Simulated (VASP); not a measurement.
The system is C.

```xyz
10
Lattice="2.5422 0.0000 0.0000 0.0000 2.7966 0.0000 0.0000 0.0000 6.6686" Properties=species:S:1:pos:R:3 pbc="T T T"
C     0.0000    1.3983    0.0000
C     1.2711    0.0000    3.3343
C     1.9181    0.9651    2.3705
C     0.6242    0.9651    4.2980
C     1.9181    1.8315    4.2980
C     0.6242    1.8315    2.3705
C     1.8953    0.4332    0.9638
C     0.6470    0.4332    5.7048
C     1.8953    2.3634    5.7048
C     0.6470    2.3634    0.9638
```

The cell was built from a structure type or drawn by symmetry, and may not be a known phase.

* Program: VASP 6.6.1
* Task: relaxation of cell and atoms
* Functional: PBE
* Potentials or basis: VASP PAW PBE potentials, release 64 (C)
* Cutoff: 600 eV
* k mesh: 6 × 6 × 4
* Occupations: gaussian, width 0.1 eV
* Spin: no spin polarisation

At the start: pressure 87.0 GPa; volume 4.74 Å³/atom.

Task: Where does the relaxation end?

Result: Over 11 steps the energy falls by 353.6 meV/atom and the volume is 5.62 Å³/atom (+18.6 %); space group Pnnn (No. 48, to 0.1 Å) before and after.

Step by step:
```
step  energy change (eV)  largest force (eV/Å)  pressure (GPa)  volume (Å³)
   1              0.0000                3.8308           87.00        47.41
   2             -0.1541                3.2762          -31.29        67.16
   3             -3.3676                1.3483            5.74        55.84
   4             -3.3751                1.2723            7.61        55.52
   5             -3.3763                1.2318            8.65        55.35
   6             -3.1712                1.8553          -15.27        58.39
   7             -3.5137                0.2838           -1.73        56.47
   8             -3.5221                0.3876           -1.70        56.35
   9             -3.5334                0.1184           -1.76        56.40
  10             -3.5338                0.1171            1.57        56.03
  11             -3.5357                0.0101           -0.03        56.21
```

Final structure:
```
CELL_PARAMETERS angstrom
2.59198 0.00000 0.00000
0.00000 3.03245 0.00000
0.00000 0.00000 7.15134
ATOMIC_POSITIONS crystal
C 0.00000 0.50000 0.00000
C 0.50000 0.00000 0.50000
C 0.73494 0.35150 0.34672
C 0.26506 0.35150 0.65328
C 0.73494 0.64850 0.65328
C 0.26506 0.64850 0.34672
C 0.76506 0.14850 0.15328
C 0.23494 0.14850 0.84672
C 0.76506 0.85150 0.84672
C 0.23494 0.85150 0.15328
```

Caveat: the volume moved by over 15 % at a fixed basis, so the end points are rough.
